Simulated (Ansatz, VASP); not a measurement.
This is a calculation of Bi for Ansatz 0.2.0.

Contents of input.yaml:

```yaml
crystal:
  lattice:
    - [4.68864169, 0.0, 0.0]
    - [0.502762043, 4.6616082231, 0.0]
    - [-0.9376816556, -0.8419889381, 3.1135500044]
  atoms:
    - { symbol: Bi, position: [0.753061, 0.753061, 0.857382] }
    - { symbol: Bi, position: [0.246939, 0.246939, 0.142618] }
kpoints:
  mp_grid: { grid: [6, 6, 9] }
scf:
  occupations: { method: gaussian, width: 0.02 }
hamiltonian:
  xc: rpbe
  pseudopotentials: { kind: all_electron, lapw: { basis_error: 0.001 } }
output:
  forces: true
  stress: true
  eigenvalues: true
```

Potentials or basis: all-electron LAPW, scalar-relativistic.

Run with:

```sh
$ ansatz run input.yaml --threads 1 --pin off --max-ram 3072MiB --backend cpu --events-out ev --progress --plain --runs-dir out
```

Question: Set up the same calculation for VASP 6.6.1. Potentials there: VASP PAW PBE potentials, release 64 (Bi_d).

Answer: As run (the cutoff follows the program's own potentials):

The input INCAR:

```
SYSTEM = Bi
PREC = Accurate
ENCUT = 520
EDIFF = 1E-6
ISMEAR = 0
SIGMA = 0.02
LREAL = .FALSE.
LASPH = .TRUE.
NELM = 80
ALGO = Fast
ISIF = 2
LWAVE = .FALSE.
LCHARG = .TRUE.
GGA = RP
LELF = .TRUE.
LVHAR = .TRUE.
NBANDS = 22
```

Contents of KPOINTS:

```
regular mesh
0
G
  6 6 9
  0 0 0
```

The input POSCAR:

```
Bi
1.0
    4.6886416900      0.0000000000      0.0000000000
    0.5027620430      4.6616082231      0.0000000000
   -0.9376816556     -0.8419889381      3.1135500044
Bi
2
Direct
    0.7530610000      0.7530610000      0.8573820000
    0.2469390000      0.2469390000      0.1426180000
```

Potentials or basis: VASP PAW PBE potentials, release 64 (Bi_d).

Command:

```console
$ cat potpaw_PBE.64/Bi_d/POTCAR > POTCAR
$ mpirun -np 1 vasp_std > vasp.out
```

Both were run:

|  | VASP | Ansatz | Ansatz less VASP |
| --- | --- | --- | --- |
| gap on the k mesh at the Fermi level (eV) | none | none | - |
| pressure (GPa) | 1.3 | 1.3 | +0.07 |
| traceless stress, the component that is largest in VASP (GPa) | 0.78 | 0.77 | -0.008 |
| rms of the force components (eV/Å) | 0.018 | 0.020 | +0.0022 |

VASP's potentials were made for PBE, not for RPBE. Atom by atom the forces differ by 0.002 eV/Å (rms over components). A gap of «none» marks a metal or a gap that the smearing closes. Ansatz ran all-electron here, and VASP with PAW potentials.

Spin-orbit coupling is off throughout.
